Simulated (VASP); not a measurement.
Here is a VASP 6.6.1 calculation.

File INCAR:

```
PREC     = Accurate       # precision mode
ENCUT    = 520            # plane-wave cutoff, eV
EDIFF    = 1E-6           # SCF threshold, eV
ISMEAR   = 0              # smearing method
SIGMA    = 0.05           # smearing width, eV
LREAL    = F              # projectors in reciprocal space
LASPH    = T              # aspherical terms in the spheres
NELM     = 100            # most SCF steps
ALGO     = Normal         # electronic algorithm
ISIF     = 2              # what is computed and relaxed
LWAVE    = F              # write WAVECAR
LCHARG   = T              # write CHGCAR
GGA      = PS             # functional
LELF     = T              # ELF
LVHAR    = T            
NBANDS   = 24             # bands
```

Contents of KPOINTS:

```
Automatic mesh
0
Gamma
  6 6 6
```

Contents of POSCAR:

```
KMgF3
1.0
    3.9261115000      0.0000000000      0.0000000000
    0.0000000000      3.9261115000      0.0000000000
    0.0000000000      0.0000000000      3.9859000000
K Mg F
1 1 3
Direct
    0.5000000000      0.5000000000      0.5000000000
    0.0000000000      0.0000000000      0.0000000000
    0.5000000000      0.0000000000      0.0000000000
    0.0000000000      0.5000000000      0.0000000000
    0.0000000000      0.0000000000      0.5000000000
```

Potentials or basis: VASP PAW PBE potentials, release 64 (K_sv, Mg, F).

Run with:

```bash
$ cat potpaw_PBE.64/K_sv/POTCAR potpaw_PBE.64/Mg/POTCAR potpaw_PBE.64/F/POTCAR > POTCAR
$ mpirun -np 1 vasp_std > vasp.out
```

(1) Predict the band gap on the k mesh.

(2) Predict the pressure.

## Answers

(1) 7.34 eV (least direct gap 7.67 eV).

(2) 2.3 GPa.

Caveat: the cell differs from its parent crystal (strain -0.015 along x and y, +0.000 along z); the PAW data sets were made with another functional, which shifts forces and pressure a little.
